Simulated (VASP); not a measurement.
# Al (Fd-3m) in VASP: a series of runs, part 2 of 2

VASP 6.6.1. The steps go on from the part before.

## 3. Relaxation of cell and atoms, PBE

This run uses another cell than the first one, of 21.60 Å³/atom.

The input, INCAR:

```
PREC = Accurate ; ENCUT = 500
EDIFF = 1E-7 ; ISMEAR = 1
SIGMA = 0.1 ; LREAL = False
LASPH = True ; NELM = 120
ALGO = Normal ; ISIF = 3
LWAVE = False ; LCHARG = False
GGA = PE ; IBRION = 2
NSW = 60 ; EDIFFG = -0.01
GGA_COMPAT = False ; NELMIN = 4
```

The input, KPOINTS:

```
regular mesh
0
Gamma
  7 7 7
```

The input, POSCAR:

```
Al
1.0
    0.0000000000      2.7850000000      2.7850000000
    2.7850000000      0.0000000000      2.7850000000
    2.7850000000      2.7850000000      0.0000000000
Al
2
Direct
    0.0000000000      0.0000000000      0.0000000000
    0.2500000000      0.2500000000      0.2500000000
```

Potentials or basis: VASP PAW PBE potentials, release 64 (Al).

The run is started by

```sh
cat potpaw_PBE.64/Al/POTCAR > POTCAR
mpirun -np 1 vasp_std > vasp.out
```

OUTCAR:

```text
PREC = Accurate
   ENCUT = 500
   EDIFF = 1E-7
   ISMEAR = 1
   LREAL = False
   LASPH = True
   NELM = 120
   ISIF = 3
   GGA = PE
   IBRION = 2
   NSW = 60
   EDIFFG = -0.01
   NELMIN = 4

 ion  position               nearest neighbor table
   1  0.000  0.000  0.000-   2 2.41   2 2.41   2 2.41   2 2.41
   2  0.250  0.250  0.250-   1 2.41   1 2.41   1 2.41   1 2.41

  LATTYP: Found a face centered cubic cell.
 ALAT       =     5.5700000000

  Lattice vectors:

 A1 = (   0.0000000000,   2.7850000000,   2.7850000000)
 A2 = (   2.7850000000,   0.0000000000,   2.7850000000)
 A3 = (   2.7850000000,   2.7850000000,   0.0000000000)

Analysis of symmetry for initial positions (statically):
=====================================================================
 Subroutine PRICEL returns:
 Original cell was already a primitive cell.

 Routine SETGRP: Setting up the symmetry group for a
 face centered cubic supercell.

 Subroutine GETGRP returns: Found 48 space group operations
 (whereof 24 operations were pure point group operations)
 out of a pool of 48 trial point group operations.

The static configuration has the point symmetry T_d .
 The point group associated with its full space group is O_h .

Analysis of symmetry for dynamics (positions and initial velocities):
=====================================================================
 Subroutine PRICEL returns:
 Original cell was already a primitive cell.

 Routine SETGRP: Setting up the symmetry group for a
 face centered cubic supercell.

 Subroutine GETGRP returns: Found 48 space group operations
 (whereof 24 operations were pure point group operations)
 out of a pool of 48 trial point group operations.

The dynamic configuration has the point symmetry T_d .
 The point group associated with its full space group is O_h .

 Subroutine INISYM returns: Found 48 space group operations
 (whereof 24 operations are pure point group operations),
 and found     1 'primitive' translations

----------------------------------------------------------------------------------------

                                     Primitive cell

  volume of cell :      43.2022

  direct lattice vectors                    reciprocal lattice vectors
     0.000000000  2.785000000  2.785000000    -0.179533214  0.179533214  0.179533214
     2.785000000  0.000000000  2.785000000     0.179533214 -0.179533214  0.179533214
     2.785000000  2.785000000  0.000000000     0.179533214  0.179533214 -0.179533214

  length of vectors
     3.938584771  3.938584771  3.938584771     0.310960648  0.310960648  0.310960648

  position of ions in fractional coordinates (direct lattice)
     0.000000000  0.000000000  0.000000000
     0.250000000  0.250000000  0.250000000

  ion indices of the primitive-cell ions
   primitive index   ion index
                 1           1
                 2           2

----------------------------------------------------------------------------------------

 KPOINTS: regular mesh

Automatic generation of k-mesh.
 Grid dimensions read from file:
 generate k-points for:    7    7    7

 Generating k-lattice:

  Cartesian coordinates                     Fractional coordinates (reciprocal lattice)
    -0.025647602  0.025647602  0.025647602     0.142857143  0.000000000  0.000000000
     0.025647602 -0.025647602  0.025647602     0.000000000  0.142857143  0.000000000
     0.025647602  0.025647602 -0.025647602     0.000000000  0.000000000  0.142857143

  Length of vectors
     0.044422950  0.044422950  0.044422950

  Shift w.r.t. Gamma in fractional coordinates (k-lattice)
     0.000000000  0.000000000  0.000000000

 Subroutine IBZKPT returns following result:
 ===========================================

 Found     20 irreducible k-points:

 Following reciprocal coordinates:
            Coordinates               Weight
  0.000000  0.000000  0.000000      1.000000
  0.142857  0.000000  0.000000      8.000000
  0.285714  0.000000  0.000000      8.000000
  0.428571  0.000000  0.000000      8.000000
  0.142857  0.142857  0.000000      6.000000
  0.285714  0.142857  0.000000     24.000000
[... 12 lines left out ...]
 -0.428571  0.428571  0.142857     24.000000
 -0.285714  0.428571  0.142857     24.000000
   k-points           NKPTS =     20   k-points in BZ     NKDIM =     20   number of bands    NBANDS=      7
   number of dos      NEDOS =    301   number of ions     NIONS =      2
   total plane-waves  NPLWV =  27000
   dimension x,y,z NGX =    30 NGY =   30 NGZ =   30
   dimension x,y,z NGXF=    60 NGYF=   60 NGZF=   60
   ions per type =               2
   NGX,Y,Z   is equivalent  to a cutoff of  12.66, 12.66, 12.66 a.u.
   NGXF,Y,Z  is equivalent  to a cutoff of  25.33, 25.33, 25.33 a.u.
 SYSTEM =  unknown system
   PREC   = accura    normal or accurate (medium, high low for compatibility)
   ISTART =      0    job   : 0-new  1-cont  2-samecut
   ICHARG =      2    charge: 1-file 2-atom 10-const
   ISPIN  =      1    spin polarized calculation?
   LNONCOLLINEAR =      F non collinear calculations
   LSORBIT =      F    spin-orbit coupling
   LASPH  =      T    aspherical Exc in radial PAW
   ENCUT  =  500.0 eV  36.75 Ry    6.06 a.u.   7.18  7.18  7.18*2*pi/ulx,y,z
   NELM   =    120;   NELMIN=  4; NELMDL= -5     # of ELM steps
   EDIFF  = 0.1E-06   stopping-criterion for ELM
   LREAL  =      F    real-space projection
   EDIFFG = -.1E-01   stopping-criterion for IOM
   NSW    =     60    number of steps for IOM
   IBRION =      2    ionic relax: 0-MD 1-quasi-New 2-CG
   NFREE  =      1    steps in history (QN), initial steepest desc. (CG)
   ISIF   =      3    stress and relaxation
   ISYM   =      2    0-nonsym 1-usesym 2-fastsym
   POTIM  = 0.5000    time-step for ionic-motion
   TEBEG  =    0.0;   TEEND  =   0.0 temperature during run
   PSTRESS=    0.0 pullay stress
   NELECT =       6.0000    total number of electrons
   NUPDOWN=      -1.0000    fix difference up-down
   EMIN   =  10.00;   EMAX   =-10.00  energy-range for DOS
   EFERMI =   0.00;   METHOD = LEGACY
   ISMEAR =     1;   SIGMA  =   0.10  broadening in eV -4-tet -1-fermi 0-gaus
   EFERMI_NEDOS =   21; number of points for ismear=-14 and -15
   IALGO  =     38    algorithm
   IMIX   =      4    mixing-type and parameters
     AMIX     =   0.40;   BMIX     =  1.00
     AMIX_MAG =   1.60;   BMIX_MAG =  1.00
  volume/ion in A,a.u.               =      21.60       145.77
  Fermi-wavevector in a.u.,A,eV,Ry     =   0.847793  1.602097  9.779238  0.718754
  Thomas-Fermi vector in A             =   1.963355
   LORBIT       =      0    0 simple, 1 ext, 2 COOP (PROOUT), +10 PAW based schemes
   GGA     = PE    functional components
   LHFCALC =     F    Hartree Fock is set to
   AEXX    =    0.0000 exact exchange contribution
   IVDW    =     0    specifies the selected vdW correction
   LEPSILON=     F    determine dielectric tensor
   LRPA    =     F    only Hartree local field effects (RPA)
 conjugate gradient relaxation of ions
 non-spin polarized calculation
 Methfessel and Paxton  Order N= 1 SIGMA  =   0.10
  energy-cutoff  :      500.00
  volume of cell :       43.20
 maximum number of plane-waves:      1117
 NGX is ok and might be reduce to    30
   NGX = 15   NGY = 15   NGZ = 15

--------------------------------------- Ionic step        1  -------------------------------------------

 number of electron       6.0000000 magnetization

 Free energy of the ion-electron system (eV)
  ---------------------------------------------------
  ext. energy  EPLUGINS =         0.00000000
  ---------------------------------------------------
  free energy    TOTEN  =        -5.51945776 eV

  energy without entropy =       -5.51690061  energy(sigma->0) =       -5.51860538

 E-fermi :   4.4928     XC(G=0):  -8.9790

 val. band max:        4.4520031611   @ k =  -0.4286   0.2857   0.1429
 cond. band min:       4.5232661747   @ k =   0.4286   0.2857   0.0000
 fundamental gap:      0.0712630136
 Fermi energy:         4.4927991855

 k-point     1 :       0.0000    0.0000    0.0000
  band No.  band energies     occupation
      1      -4.4456      2.00000
      2       7.1399      0.00000
      3       7.1399      0.00000
      4       7.1399      0.00000
      5       8.9870      0.00000
      6       8.9870      0.00000
      7       8.9870      0.00000
[... 329 lines left out ...]
  energy  without entropy=       -5.9840606810  energy(sigma->0) =       -5.98618005

--------------------------------------- Ionic step        5  -------------------------------------------

 number of electron       6.0000000 magnetization

 Free energy of the ion-electron system (eV)
  ---------------------------------------------------
  ext. energy  EPLUGINS =         0.00000000
  ---------------------------------------------------
  free energy    TOTEN  =        -5.98726505 eV

  energy without entropy =       -5.98408083  energy(sigma->0) =       -5.98620364

 E-fermi :   2.8082     XC(G=0):  -8.1352

 val. band max:        2.7922247160   @ k =  -0.4286   0.2857   0.1429
 cond. band min:       2.9311824185   @ k =   0.4286   0.1429   0.0000
 fundamental gap:      0.1389577025
 Fermi energy:         2.8081913840

 k-point     1 :       0.0000    0.0000    0.0000
  band No.  band energies     occupation
      1      -5.0684      2.00000
      2       4.8863      0.00000
      3       4.8863      0.00000
      4       4.8863      0.00000
      5       6.7359      0.00000
      6       6.7359      0.00000
      7       6.7359      0.00000
[... 217 lines left out ...]
  FREE ENERGIE OF THE ION-ELECTRON SYSTEM (eV)
  ---------------------------------------------------
  free  energy   TOTEN  =        -5.9872650500 eV

  energy  without entropy=       -5.9840808270  energy(sigma->0) =       -5.98620364

 reached required accuracy - stopping structural energy minimisation
```

OSZICAR:

```text
N       E                     dE             d eps       ncg     rms          rms(c)
DAV:   1     0.204558980383E+01    0.20456E+01   -0.19685E+03   280   0.573E+02
DAV:   2    -0.546426189316E+01   -0.75099E+01   -0.72499E+01   406   0.486E+01
DAV:   3    -0.553383756912E+01   -0.69576E-01   -0.69543E-01   385   0.650E+00
DAV:   4    -0.553404311094E+01   -0.20554E-03   -0.20554E-03   420   0.351E-01
[... 38 lines left out ...]
       N       E                     dE             d eps       ncg     rms          rms(c)
DAV:   1    -0.598727157117E+01   -0.31907E-04   -0.41304E-04   315   0.119E-01    0.160E-02
DAV:   2    -0.598726734188E+01    0.42293E-05   -0.63560E-06   329   0.186E-02    0.616E-03
DAV:   3    -0.598726497310E+01    0.23688E-05   -0.35916E-06   280   0.868E-03    0.226E-03
DAV:   4    -0.598726504999E+01   -0.76891E-07   -0.27534E-07   252   0.285E-03
   5 F= -.59872650E+01 E0= -.59862036E+01  d E =-.253127E-04
```

Run time: 24 s. Hardware: 1 thread of Intel Xeon Platinum 8259CL at 2.50GHz (Skylake/Cascade Lake), shared host; peak memory 0.15 GiB.

What came out:

- Free energy: -5.9873 eV
- Relaxed volume: 27.62 Å³/atom
- Relaxed cell: a = 4.275 Å, b = 4.275 Å, c = 4.275 Å, α = 60.00°, β = 60.00°, γ = 60.00°
- Space group after relaxing (to 0.1 Å): Fd-3m (No. 227)
- Energy gained by relaxing: 233.9 meV/atom
- Ionic steps: 5
- Pressure after relaxing: 0.0 GPa
- Band gap on the k mesh: zero (bands 3 and 4 overlap by 2.87 eV)

The path:
```
step  energy change (eV)  largest force (eV/Å)  pressure (GPa)  volume (Å³)
   1              0.0000                0.0000           15.23        43.20
   2             -0.4586                0.0000           -1.33        57.36
   3             -0.4678                0.0000            0.10        55.07
   4             -0.4678                0.0000           -0.07        55.33
   5             -0.4678                0.0000           -0.01        55.23
```

Final structure:
```
Al
1.0
     0.00000    3.02265    3.02265
     3.02265    0.00000    3.02265
     3.02265    3.02265    0.00000
Al
2
Direct
  0.00000 0.00000 0.00000
  0.25000 0.25000 0.25000
```

Levels at points of the mesh, in eV from the Fermi level:
```
           k point  band 1  band 2  band 3  band 4  band 5  band 6  band 7
(0.00, 0.00, 0.00)   -7.88    2.08    2.08    2.08    3.93    3.93    3.93
```

Caveat: the volume moved by over 15 % at a fixed basis, so the end points are rough.
